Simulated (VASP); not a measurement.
Set up this calculation in VASP 6.6.1, as the native input.

- Task: single point
- Functional: PBEsol
- Potentials or basis: VASP PAW PBE potentials, release 64 (Nb_sv)
- Cutoff: 520 eV
- k mesh: 20 × 20 × 20
- Occupations: gaussian, width 0.15 eV
- Spin: no spin polarisation
- Dipole correction: no
- Further INCAR settings: ALGO = Normal; EDIFF = 1e-06; NBANDS = 12

The structure of Nb lies in POSCAR:

```
Nb
1.0
    0.0000000000      2.0515500000      2.0515500000
    2.0515500000      0.0000000000      2.0515500000
    2.0515500000      2.0515500000      0.0000000000
Nb
1
Direct
    0.0000000000      0.0000000000      0.0000000000
```

This cell differs from its parent crystal: strain -0.030 along x and y, -0.030 along z.

The input as run:

INCAR

```
PREC = Accurate
ENCUT = 520
EDIFF = 1E-6
ISMEAR = 0
SIGMA = 0.15
LREAL = False
LASPH = True
NELM = 60
ALGO = Normal
ISIF = 2
LWAVE = False
LCHARG = False
GGA = PS
NBANDS = 12
```

KPOINTS

```
regular mesh
0
Gamma
  20 20 20
```

Potentials or basis: VASP PAW PBE potentials, release 64 (Nb_sv).

Command:

```sh
$ cat potpaw_PBE.64/Nb_sv/POTCAR > POTCAR
$ mpirun -np 1 vasp_std > vasp.out
```

It gave:

- Pressure: 8.9 GPa

Caveat: the cell differs from its parent crystal (strain -0.030 along x and y, -0.030 along z); the PAW data sets were made with another functional, which shifts forces and pressure a little.

Run time: 63 s on 1 thread of AMD EPYC 7R43 64-Core Processor (Zen 3) (shared host), peak memory 0.14 GiB.
